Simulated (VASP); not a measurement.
# ZnAu (Pm-3m) in VASP: notebook

The runs below take ZnAu through single point, with PBE.

All numbers are computed with VASP 6.6.1; they aren't measurements. Logs are shortened: lines on timing, memory, paths and dates and some standing lists are left out, and cuts for length are marked.

**1. The cell of the first run**

The structure is cubic, space group Pm-3m (No. 221). The conventional cell has a = 3.088 Å, b = 3.088 Å, c = 3.088 Å, α = 90.00°, β = 90.00°, γ = 90.00°. Zn (site symmetry m-3m) has 8 Au at 2.67 Å and 6 Zn at 3.09 Å within 3.5 Å. Au (site symmetry m-3m) has 8 Zn at 2.67 Å and 6 Au at 3.09 Å within 3.5 Å.

**2. Single point, PBE (volume scaled by 0.91)**

The input, INCAR:

```
PREC = Accurate
ENCUT = 520
EDIFF = 1E-6
ISMEAR = 0
SIGMA = 0.1
LREAL = False
LASPH = True
NELM = 100
ALGO = Normal
ISIF = 2
LWAVE = False
LCHARG = False
GGA = PE
NBANDS = 18
```

The input, KPOINTS:

```
regular mesh
0
Gamma
  14 14 14
```

The input, POSCAR:

```
ZnAu
1.0
    3.0880753350      0.0000000000      0.0000000000
    0.0000000000      3.0880753350      0.0000000000
    0.0000000000      0.0000000000      3.0880753350
Zn Au
1 1
Direct
    0.5000000000      0.5000000000      0.5000000000
    0.0000000000      0.0000000000      0.0000000000
```

Potentials or basis: VASP PAW PBE potentials, release 64 (Zn, Au).

Run with:

```sh
cat potpaw_PBE.64/Zn/POTCAR potpaw_PBE.64/Au/POTCAR > POTCAR
mpirun -np 1 vasp_std > vasp.out
```

OUTCAR:

```text
PREC = Accurate
   ENCUT = 520
   EDIFF = 1E-6
   ISMEAR = 0
   LREAL = False
   LASPH = True
   NELM = 100
   ISIF = 2
   GGA = PE

 ion  position               nearest neighbor table
   1  0.500  0.500  0.500-   2 2.67   2 2.67   2 2.67   2 2.67   2 2.67   2 2.67   2 2.67   2 2.67

   2  0.000  0.000  0.000-   1 2.67   1 2.67   1 2.67   1 2.67   1 2.67   1 2.67   1 2.67   1 2.67

  LATTYP: Found a simple cubic cell.
 ALAT       =     3.0880753350

  Lattice vectors:

 A1 = (   3.0880753350,   0.0000000000,   0.0000000000)
 A2 = (   0.0000000000,   3.0880753350,   0.0000000000)
 A3 = (   0.0000000000,   0.0000000000,   3.0880753350)

Analysis of symmetry for initial positions (statically):
=====================================================================
 Subroutine PRICEL returns:
 Original cell was already a primitive cell.

 Routine SETGRP: Setting up the symmetry group for a
 simple cubic supercell.

 Subroutine GETGRP returns: Found 48 space group operations
 (whereof 48 operations were pure point group operations)
 out of a pool of 48 trial point group operations.

The static configuration has the point symmetry O_h .

Analysis of symmetry for dynamics (positions and initial velocities):
=====================================================================
 Subroutine PRICEL returns:
 Original cell was already a primitive cell.

 Routine SETGRP: Setting up the symmetry group for a
 simple cubic supercell.

 Subroutine GETGRP returns: Found 48 space group operations
 (whereof 48 operations were pure point group operations)
 out of a pool of 48 trial point group operations.

The dynamic configuration has the point symmetry O_h .

 Subroutine INISYM returns: Found 48 space group operations
 (whereof 48 operations are pure point group operations),
 and found     1 'primitive' translations

----------------------------------------------------------------------------------------

                                     Primitive cell

  volume of cell :      29.4485

  direct lattice vectors                    reciprocal lattice vectors
     3.088075335  0.000000000  0.000000000     0.323826297  0.000000000  0.000000000
     0.000000000  3.088075335  0.000000000     0.000000000  0.323826297  0.000000000
     0.000000000  0.000000000  3.088075335     0.000000000  0.000000000  0.323826297

  length of vectors
     3.088075335  3.088075335  3.088075335     0.323826297  0.323826297  0.323826297

  position of ions in fractional coordinates (direct lattice)
     0.500000000  0.500000000  0.500000000
     0.000000000  0.000000000  0.000000000

  ion indices of the primitive-cell ions
   primitive index   ion index
                 1           1
                 2           2

----------------------------------------------------------------------------------------

 KPOINTS: regular mesh

Automatic generation of k-mesh.
 Grid dimensions read from file:
 generate k-points for:   14   14   14

 Generating k-lattice:

  Cartesian coordinates                     Fractional coordinates (reciprocal lattice)
     0.023130450  0.000000000  0.000000000     0.071428571  0.000000000  0.000000000
     0.000000000  0.023130450  0.000000000     0.000000000  0.071428571  0.000000000
     0.000000000  0.000000000  0.023130450     0.000000000  0.000000000  0.071428571

  Length of vectors
     0.023130450  0.023130450  0.023130450

  Shift w.r.t. Gamma in fractional coordinates (k-lattice)
     0.000000000  0.000000000  0.000000000

 Subroutine IBZKPT returns following result:
 ===========================================

 Found    120 irreducible k-points:

 Following reciprocal coordinates:
            Coordinates               Weight
  0.000000  0.000000  0.000000      1.000000
  0.071429  0.000000  0.000000      6.000000
  0.142857  0.000000  0.000000      6.000000
  0.214286  0.000000  0.000000      6.000000
  0.285714  0.000000  0.000000      6.000000
  0.357143  0.000000  0.000000      6.000000
[... 16 lines left out ...]
  0.285714  0.214286  0.000000     24.000000
  0.357143  0.214286  0.000000     24.000000
 [... further k-points ...]
   k-points           NKPTS =    120   k-points in BZ     NKDIM =    120   number of bands    NBANDS=     18
   number of dos      NEDOS =    301   number of ions     NIONS =      2
   total plane-waves  NPLWV =  13824
   dimension x,y,z NGX =    24 NGY =   24 NGZ =   24
   dimension x,y,z NGXF=    48 NGYF=   48 NGZF=   48
   ions per type =               1   1
   NGX,Y,Z   is equivalent  to a cutoff of  12.92, 12.92, 12.92 a.u.
   NGXF,Y,Z  is equivalent  to a cutoff of  25.84, 25.84, 25.84 a.u.
 SYSTEM =  unknown system
   PREC   = accura    normal or accurate (medium, high low for compatibility)
   ISTART =      0    job   : 0-new  1-cont  2-samecut
   ICHARG =      2    charge: 1-file 2-atom 10-const
   ISPIN  =      1    spin polarized calculation?
   LNONCOLLINEAR =      F non collinear calculations
   LSORBIT =      F    spin-orbit coupling
   LASPH  =      T    aspherical Exc in radial PAW
   ENCUT  =  520.0 eV  38.22 Ry    6.18 a.u.   5.74  5.74  5.74*2*pi/ulx,y,z
   NELM   =    100;   NELMIN=  2; NELMDL= -5     # of ELM steps
   EDIFF  = 0.1E-05   stopping-criterion for ELM
   LREAL  =      F    real-space projection
   EDIFFG = 0.1E-04   stopping-criterion for IOM
   NSW    =      0    number of steps for IOM
   IBRION =     -1    ionic relax: 0-MD 1-quasi-New 2-CG
   NFREE  =      0    steps in history (QN), initial steepest desc. (CG)
   ISIF   =      2    stress and relaxation
   ISYM   =      2    0-nonsym 1-usesym 2-fastsym
   POTIM  = 0.5000    time-step for ionic-motion
   TEBEG  =    0.0;   TEEND  =   0.0 temperature during run
   PSTRESS=    0.0 pullay stress
   NELECT =      23.0000    total number of electrons
   NUPDOWN=      -1.0000    fix difference up-down
   EMIN   =  10.00;   EMAX   =-10.00  energy-range for DOS
   EFERMI =   0.00;   METHOD = LEGACY
   ISMEAR =     0;   SIGMA  =   0.10  broadening in eV -4-tet -1-fermi 0-gaus
   EFERMI_NEDOS =   21; number of points for ismear=-14 and -15
   IALGO  =     38    algorithm
   IMIX   =      4    mixing-type and parameters
     AMIX     =   0.40;   BMIX     =  1.00
     AMIX_MAG =   1.60;   BMIX_MAG =  1.00
  volume/ion in A,a.u.               =      14.72        99.36
  Fermi-wavevector in a.u.,A,eV,Ry     =   1.507635  2.849017 30.925545  2.272963
  Thomas-Fermi vector in A             =   2.618195
   LORBIT       =      0    0 simple, 1 ext, 2 COOP (PROOUT), +10 PAW based schemes
   GGA     = PE    functional components
   LHFCALC =     F    Hartree Fock is set to
   AEXX    =    0.0000 exact exchange contribution
   IVDW    =     0    specifies the selected vdW correction
   LEPSILON=     F    determine dielectric tensor
   LRPA    =     F    only Hartree local field effects (RPA)
 non-spin polarized calculation
 Gauss-broadening in eV      SIGMA  =   0.10
  energy-cutoff  :      520.00
  volume of cell :       29.45
 maximum number of plane-waves:       840
 NGX is ok and might be reduce to    24
   NGX = 11   NGY = 11   NGZ = 11

 number of electron      22.9999966 magnetization

 Free energy of the ion-electron system (eV)
  ---------------------------------------------------
  ext. energy  EPLUGINS =         0.00000000
  ---------------------------------------------------
  free energy    TOTEN  =        -4.62683120 eV

  energy without entropy =       -4.62318619  energy(sigma->0) =       -4.62500870

 E-fermi :   7.8436     XC(G=0): -12.7058

 val. band max:        7.8102866741   @ k =   0.3571   0.2857   0.0714
 cond. band min:       7.8512522905   @ k =   0.4286   0.4286   0.3571
 fundamental gap:      0.0409656164
 Fermi energy:         7.8436019344

 k-point     1 :       0.0000    0.0000    0.0000
  band No.  band energies     occupation
      1      -3.3447      2.00000
      2      -0.6143      2.00000
      3      -0.6143      2.00000
      4       0.2237      2.00000
      5       0.2237      2.00000
      6       0.2237      2.00000
[... 10 lines left out ...]
     17      20.3667      0.00000
     18      26.3372      0.00000

 k-point     2 :       0.0714    0.0000    0.0000
  band No.  band energies     occupation
      1      -3.2495      2.00000
      2      -0.5903      2.00000
      3      -0.5824      2.00000
      4       0.2228      2.00000
      5       0.2228      2.00000
      6       0.2328      2.00000
[... 10 lines left out ...]
     17      20.7911      0.00000
     18      26.2916      0.00000

 k-point     3 :       0.1429    0.0000    0.0000
  band No.  band energies     occupation
      1      -2.9684      2.00000
      2      -0.5207      2.00000
      3      -0.4935      2.00000
      4       0.2209      2.00000
      5       0.2209      2.00000
      6       0.2585      2.00000
[... 10 lines left out ...]
     17      22.1665      0.00000
     18      26.2224      0.00000

 k-point     4 :       0.2143    0.0000    0.0000
  band No.  band energies     occupation
      1      -2.5156      2.00000
      2      -0.4137      2.00000
      3      -0.3672      2.00000
      4       0.2199      2.00000
      5       0.2199      2.00000
      6       0.2965      2.00000
[... 375 lines left out ...]
      4       0.0778      2.00000
      5       0.2546      2.00000
      6       0.3399      2.00000
[... 10 lines left out ...]
     17      23.7965      0.00000
     18      24.3623      0.00000

 k-point    23 :       0.2857    0.2143    0.0000
  band No.  band energies     occupation
      1      -1.3457      2.00000
      2      -0.2815      2.00000
      3       0.0085      2.00000
      4       0.0450      2.00000
      5       0.3059      2.00000
      6       0.3461      2.00000
[... 10 lines left out ...]
     17      23.4372      0.00000
     18      24.0293      0.00000

 k-point    24 :       0.3571    0.2143    0.0000
  band No.  band energies     occupation
      1      -0.9221      2.00000
      2      -0.2760      2.00000
      3       0.0358      2.00000
      4       0.1187      2.00000
      5       0.2484      2.00000
      6       0.5655      2.00000
[... 10 lines left out ...]
     17      22.6788      0.00000
     18      22.9752      0.00000

 [... further k-points ...]
[... 5 lines left out ...]
  --------------------------------------------------------------------------------------
  -------------------------------------------------------------------------------------
  Total        2.6344840      2.6344840      2.6344840     -0.0000000     -0.0000000      0.0000000
  in kB      143.3317805    143.3317805    143.3317805     -0.0000000     -0.0000000      0.0000000
  external PRESSURE =     143.3317805 kB  Pullay stress =       0.0000000 kB

 VOLUME and BASIS-vectors are now :
 -----------------------------------------------------------------------------
  energy-cutoff  :      520.00
  volume of cell :       29.45
      direct lattice vectors                 reciprocal lattice vectors
     3.088075335  0.000000000  0.000000000     0.323826297  0.000000000  0.000000000
     0.000000000  3.088075335  0.000000000     0.000000000  0.323826297  0.000000000
     0.000000000  0.000000000  3.088075335     0.000000000  0.000000000  0.323826297

 POSITION                                       TOTAL-FORCE (eV/Angst)
 -----------------------------------------------------------------------------------
      1.54404      1.54404      1.54404         0.000000      0.000000      0.000000
      0.00000      0.00000      0.00000         0.000000      0.000000      0.000000
 -----------------------------------------------------------------------------------
    total drift:                                0.000000      0.000000     -0.000000

  FREE ENERGIE OF THE ION-ELECTRON SYSTEM (eV)
  ---------------------------------------------------
  free  energy   TOTEN  =        -4.6268311958 eV

  energy  without entropy=       -4.6231861949  energy(sigma->0) =       -4.62500870
```

Run time: 26 s. Hardware: 1 thread of Intel Xeon Platinum 8488C (Sapphire Rapids), shared host; peak memory 0.19 GiB.

Results:

```yaml
Free_energy: -4.6268 eV
Pressure: 14.3 GPa
```

Caveat: the cell differs from its parent crystal (volume scaled by 0.91); spin-orbit coupling is left out, which moves the levels of the heavy elements.

**3. Single point, PBE (volume scaled by 0.94)**

The input, INCAR:

```
SYSTEM = ZnAu
  PREC = Accurate
  ENCUT = 520
  EDIFF = 1E-6
  ISMEAR = 0
  SIGMA = 0.1
  LREAL = .False.
  LASPH = .True.
  NELM = 100
  ALGO = Fast
  ISIF = 2
  LWAVE = .False.
  LCHARG = .False.
  GGA = PE
  NBANDS = 18
```

The input, KPOINTS:

```
regular mesh
0
Gamma
  14 14 14
  0 0 0
```

The input, POSCAR:

```
ZnAu
1.0
    3.1216440012      0.0000000000      0.0000000000
    0.0000000000      3.1216440012      0.0000000000
    0.0000000000      0.0000000000      3.1216440012
Zn Au
1 1
Direct
    0.5000000000      0.5000000000      0.5000000000
    0.0000000000      0.0000000000      0.0000000000
```

Potentials or basis: VASP PAW PBE potentials, release 64 (Zn, Au).

Run with:

```sh
cat potpaw_PBE.64/Zn/POTCAR potpaw_PBE.64/Au/POTCAR > POTCAR
mpirun -np 1 vasp_std > vasp.out
```

It took 32 s on 1 thread of Intel Xeon Platinum 8488C (Sapphire Rapids), shared host; peak memory 0.19 GiB.

Results (log left out):

| Quantity | Value |
| --- | --- |
| Free energy | -4.6964 eV |
| Pressure | 8.5 GPa |

Levels at points of the mesh, in eV from the Fermi level:
```
           k point  band 10  band 11  band 12  band 13  band 14  band 15
(0.00, 0.00, 0.00)    -3.80    -3.80     5.03     5.03     5.03     9.16
(0.50, 0.00, 0.00)    -5.04    -3.97    -2.40    10.46    11.29    11.29
(0.50, 0.50, 0.00)    -3.20    -2.09    -2.09     0.92     2.64    10.53
(0.50, 0.50, 0.50)    -3.15     1.47     3.74     3.78     3.78     3.78
```

Caveat: the cell differs from its parent crystal (volume scaled by 0.94); spin-orbit coupling is left out, which moves the levels of the heavy elements.

**4. Single point, PBE (volume scaled by 0.97)**

The input, INCAR:

```
  PREC = Accurate
  ENCUT = 520
  EDIFF = 1E-6
  ISMEAR = 0
  SIGMA = 0.1
  LREAL = False
  LASPH = True
  NELM = 60
  ALGO = Fast
  ISIF = 2
  LWAVE = False
  LCHARG = False
  GGA = PE
  NBANDS = 18
```

The input, KPOINTS:

```
regular mesh
0
Gamma
  14 14 14
```

The input, POSCAR:

```
ZnAu
1.0
    3.1545058266      0.0000000000      0.0000000000
    0.0000000000      3.1545058266      0.0000000000
    0.0000000000      0.0000000000      3.1545058266
Zn Au
1 1
Direct
    0.5000000000      0.5000000000      0.5000000000
    0.0000000000      0.0000000000      0.0000000000
```

Run with:

```sh
cat potpaw_PBE.64/Zn/POTCAR potpaw_PBE.64/Au/POTCAR > POTCAR
mpirun -np 1 vasp_std > vasp.out
```

Wall time 38 s (1 thread of Intel Xeon Platinum 8488C (Sapphire Rapids), shared host); peak memory 0.19 GiB.

The run converged. Its results:

- Free energy: -4.7347 eV
- Pressure: 3.9 GPa

Levels at points of the mesh, in eV from the Fermi level:
```
           k point  band 8  band 9  band 10  band 11  band 12  band 13  band 14  band 15  band 16  band 17
(0.00, 0.00, 0.00)   -5.41   -3.73    -3.73    -3.73     4.99     4.99     4.99     8.77    12.08    12.08
(0.50, 0.00, 0.00)   -5.42   -4.89    -4.89    -3.89    -2.38    10.41    11.10    11.10    11.15    11.15
(0.50, 0.50, 0.00)   -4.08   -4.08    -3.16    -1.95    -1.95     0.82     2.46    10.37    12.66    12.66
(0.50, 0.50, 0.50)   -6.39   -3.11    -3.11     1.39     3.55     3.75     3.75     3.75     5.86     5.86
```

Caveat: the cell differs from its parent crystal (volume scaled by 0.97); spin-orbit coupling is left out, which moves the levels of the heavy elements.

**5. Single point, PBE**

This run uses another cell than the first one, of 16.18 Å³/atom, 1.099 times its volume.

The input, INCAR:

```
SYSTEM = ZnAu
ALGO     = Normal         ! electronic algorithm
EDIFF    = 1E-7           ! SCF threshold, eV
ENCUT    = 520            ! plane-wave cutoff, eV
GGA      = PE             ! functional
ISIF     = 2              ! what is computed and relaxed
ISMEAR   = 0              ! smearing method
LASPH    = .TRUE.         ! aspherical terms in the spheres
LCHARG   = .FALSE.        ! write CHGCAR
LREAL    = .FALSE.        ! projectors in reciprocal space
LWAVE    = .FALSE.        ! write WAVECAR
NBANDS   = 18             ! bands
NELM     = 80             ! most SCF steps
PREC     = Accurate       ! precision mode
SIGMA    = 0.1            ! smearing width, eV
```

The input, KPOINTS:

```
k-points
0
G
  14 14 14
  0 0 0
```

The input, POSCAR:

```
ZnAu
1.0
    3.1866968850      0.0000000000      0.0000000000
    0.0000000000      3.1866968850      0.0000000000
    0.0000000000      0.0000000000      3.1866968850
Zn Au
1 1
Direct
    0.5000000000      0.5000000000      0.5000000000
    0.0000000000      0.0000000000      0.0000000000
```

Run with:

```sh
cat potpaw_PBE.64/Zn/POTCAR potpaw_PBE.64/Au/POTCAR > POTCAR
mpirun -np 1 vasp_std > vasp.out
```

Wall time 29 s (1 thread of Intel Xeon Platinum 8488C (Sapphire Rapids), shared host); peak memory 0.19 GiB.

The run converged. Its results:

```
Free energy : -4.7470 eV
Pressure    : 0.1 GPa
```

Levels at points of the mesh, in eV from the Fermi level:
```
           k point  band 9  band 10  band 11  band 12  band 13  band 14  band 15  band 16
(0.00, 0.00, 0.00)   -3.67    -3.67    -3.67     4.95     4.95     4.95     8.40    11.88
(0.50, 0.00, 0.00)   -4.76    -4.76    -3.81    -2.36    10.36    10.89    10.89    10.92
(0.50, 0.50, 0.00)   -4.01    -3.12    -1.81    -1.81     0.72     2.29    10.21    12.55
(0.50, 0.50, 0.50)   -3.07    -3.07     1.31     3.37     3.73     3.73     3.73     5.72
```

Caveat: spin-orbit coupling is left out, which moves the levels of the heavy elements.

**6. The runs side by side**

```tsv
cell	gap on the mesh (eV)	pressure (GPa)
a = 3.088 Å, 2 atoms	none	14.3
a = 3.122 Å, 2 atoms	none	8.5
a = 3.155 Å, 2 atoms	none	3.9
a = 3.187 Å, 2 atoms	none	0.1
```

Alike in all rows: task single point; level PBE; potentials or basis VASP PAW PBE potentials, release 64 (Zn, Au); no spin polarisation; k mesh 14 × 14 × 14; cutoff (eV) 520; smearing gaussian 0.1 eV.

Caveats: spin-orbit coupling is left out, which moves the levels of the heavy elements.

Total energies depend on the potentials used, so only differences within one code and one set of settings carry meaning.
